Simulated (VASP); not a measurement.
Input of a VASP 6.6.1 run:

File INCAR:

```
SYSTEM = Ho4S
PREC = Accurate
ENCUT = 500
EDIFF = 1E-7
ISMEAR = 0
SIGMA = 0.2
LREAL = .FALSE.
LASPH = .TRUE.
NELM = 200
ALGO = Normal
ISIF = 3
LWAVE = .FALSE.
LCHARG = .FALSE.
GGA = PE
IBRION = 2
NSW = 36
EDIFFG = -0.08
GGA_COMPAT = .FALSE.
NELMIN = 4
LMAXMIX = 6
```

KPOINTS

```
Automatic mesh
0
G
  3 3 3
  0 0 0
```

The input POSCAR:

```
Ho4S
1.0
    5.2914381700      0.0000000000      0.0000000000
    0.0000000000      5.2914381700      0.0000000000
    0.0000000000      0.0000000000      5.2914381700
Ho S
4 1
Direct
    0.0000000000      0.5000000000      0.5000000000
    0.5000000000      0.0000000000      0.5000000000
    0.5000000000      0.5000000000      0.0000000000
    0.5000000000      0.5000000000      0.5000000000
    0.0000000000      0.0000000000      0.0000000000
```

Potentials or basis: VASP PAW PBE potentials, release 64 (Ho_3, S), 4f in core.

Run with:

```bash
$ cat potpaw_PBE.64/Ho_3/POTCAR potpaw_PBE.64/S/POTCAR > POTCAR
$ mpirun -np 1 vasp_std > vasp.out
```

Question: Predict the relaxed cell.

Answer: a = 5.493 Å, b = 5.493 Å, c = 5.493 Å, α = 90.00°, β = 90.00°, γ = 90.00°.

Question: Estimate the space group after relaxing (to 0.1 Å).

Answer: Pm-3m (No. 221).

Question: What does it give for the relaxed volume?

Answer: 33.15 Å³/atom.

Question: Predict the band gap on the k mesh.

Answer: Zero (bands 21 and 22 overlap by 1.52 eV).

Step by step:
```
step  energy change (eV)  largest force (eV/Å)  pressure (GPa)  volume (Å³)
   1              0.0000                0.0000            4.28       148.16
   2             -0.2343                0.0000            0.31       165.77
```

Caveat: the k points lie up to 0.38 Å⁻¹ apart in the final cell, too coarse for converged energies and pressures of a metal; the highest band is partly filled, so the run has too few bands; spin-orbit coupling is left out, which moves the levels of the heavy elements; the 4f electrons are frozen in the core, so they carry no moment and show no levels; the run has no spin polarisation, though such a crystal can be magnetic. Spin polarisation is off, so any magnetic state and its effect on volume and gap are missing.
